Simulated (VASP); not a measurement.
Here is a VASP 6.6.1 calculation.

Contents of INCAR:

```
SYSTEM = BN
PREC     = Accurate       ! precision mode
ENCUT    = 520            ! plane-wave cutoff, eV
EDIFF    = 1E-7           ! SCF threshold, eV
ISMEAR   = -1             ! smearing method
SIGMA    = 0.01           ! smearing width, eV
LREAL    = .FALSE.        ! projectors in reciprocal space
LASPH    = .TRUE.         ! aspherical terms in the spheres
NELM     = 100            ! most SCF steps
ALGO     = Normal         ! electronic algorithm
ISIF     = 2              ! what is computed and relaxed
LWAVE    = .FALSE.        ! write WAVECAR
LCHARG   = .FALSE.        ! write CHGCAR
GGA      = PE             ! functional
NBANDS   = 36             ! bands
```

Contents of KPOINTS:

```
regular mesh
0
G
  3 3 2
  0 0 0
```

File POSCAR:

```
BN
1.0
    3.7325156433      2.1549689100      0.0000000000
   -3.7325156433      2.1549689100      0.0000000000
    0.0000000000      0.0000000000      6.4954828750
B N
6 6
Direct
    0.0000000000      0.6666666700      0.2500000000
    0.3333333300      0.3333333300      0.2500000000
    0.6666666700      0.0000000000      0.2500000000
    0.0000000000      0.3333333300      0.7500000000
    0.3333333300      0.0000000000      0.7500000000
    0.6666666700      0.6666666700      0.7500000000
    0.0000000000      0.6666666700      0.7500000000
    0.3333333300      0.3333333300      0.7500000000
    0.6666666700      0.0000000000      0.7500000000
    0.0000000000      0.3333333300      0.2500000000
    0.3333333300      0.0000000000      0.2500000000
    0.6666666700      0.6666666700      0.2500000000
```

Potentials or basis: VASP PAW PBE potentials, release 64 (B, N).

The run is started by

```console
$ cat potpaw_PBE.64/B/POTCAR potpaw_PBE.64/N/POTCAR > POTCAR
$ mpirun -np 1 vasp_std > vasp.out
```

**Question.** What does it give for the band gap on the k mesh?

**Answer.** 4.40 eV.

**Question.** What does it give for the pressure?

**Answer.** 8.7 GPa.

Stress tensor (GPa, compression positive):
```
11.35  0.00  0.00
 0.00 11.35  0.00
 0.00  0.00  3.51
```

Caveat: the k points lie up to 0.56 Å⁻¹ apart; this functional lacks dispersion, which binds the layers, so the pressure and a relaxed spacing across them are unreliable. A hybrid or GW would open this gap; PBE tends to underestimate it.
